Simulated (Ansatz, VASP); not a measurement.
## One calculation of ReS, two programs

```
CELL_PARAMETERS angstrom
0.00000 2.49409 2.49409
2.49409 0.00000 2.49409
2.49409 2.49409 0.00000
ATOMIC_POSITIONS crystal
Re 0.00000 0.00000 0.00000
S 0.50000 0.50000 0.50000
```

Alike in both runs: task single point; functional PBE; k mesh 14 × 14 × 14; occupations gaussian, width 0.1 eV; collinear spin.

```csv
,VASP,Ansatz
version,VASP 6.6.1,Ansatz 0.2.0
potentials or method,"VASP PAW PBE potentials, release 64 (Re, S), cutoff 520 eV","scalar-relativistic, plane waves, PAW"
valence electrons in the cell,13,21
```

VASP gave:

- gap on the k mesh at the Fermi level (eV): none
- pressure (GPa): -3.3
- net moment per atom (μB): 0.66
- size of the moment on the site where the two differ most (μB): 1.24

Which values does Ansatz return?

gap on the k mesh at the Fermi level (eV): none; pressure (GPa): -4.1; net moment per atom (μB): 0.66; size of the moment on the site where the two differ most (μB): 0.97.

Site moments also hang on the region over which each program counts them. A gap of «none» marks a metal or a gap that the smearing closes. VASP's potentials hold 13 valence electrons a cell and Ansatz's 21, so a difference there can come from the potentials and not from the codes.

Neither program's run includes spin-orbit coupling.
